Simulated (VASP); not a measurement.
Set up this calculation in VASP 6.6.1, as the native input.

| Quantity | Value |
| --- | --- |
| Task | electric field gradients |
| Functional | PBE |
| Potentials or basis | VASP PAW PBE potentials, release 64 (K_sv, Cl) |
| Cutoff | 520 eV |
| k mesh | 7 × 7 × 7 |
| Occupations | fermi-dirac, width 0.03 eV |
| Spin | no spin polarisation |
| Dipole correction | no |
| Further INCAR settings | ALGO = Normal; EDIFF = 1e-08; NBANDS = 15 |

The structure of KCl lies in POSCAR:

```
KCl
1.0
    0.0000000000      3.1561000000      3.1561000000
    3.1561000000      0.0000000000      3.1561000000
    3.1561000000      3.1561000000      0.0000000000
K Cl
1 1
Direct
    0.0000000000      0.0000000000      0.0000000000
    0.5000000000      0.5000000000      0.5000000000
```

The input as run:

INCAR

```
SYSTEM = KCl
PREC = Accurate
ENCUT = 520
EDIFF = 1E-8
ISMEAR = -1
SIGMA = 0.03
LREAL = .False.
LASPH = .True.
NELM = 100
ALGO = Normal
ISIF = 2
LWAVE = .False.
LCHARG = .False.
GGA = PE
LEFG = .True.
NBANDS = 15
```

KPOINTS

```
Automatic mesh
0
Gamma
  7 7 7
  0 0 0
```

Potentials or basis: VASP PAW PBE potentials, release 64 (K_sv, Cl).

The run is started by

```console
$ cat potpaw_PBE.64/K_sv/POTCAR potpaw_PBE.64/Cl/POTCAR > POTCAR
$ mpirun -np 1 vasp_std > vasp.out
```

It gave:

| Quantity | Value |
| --- | --- |
| Pressure | 0.6 GPa |
| Band gap on the k mesh | 5.16 eV, direct |

Caveat: without QUAD_EFG the Cq values of the log hold for a quadrupole moment of 1 mb, not for the nuclei.

It took 24 s on 1 thread of Intel(R) Xeon(R) Platinum 8259CL CPU @ 2.50GHz (Skylake/Cascade Lake), with other jobs on the host, peak memory 0.2 GiB.
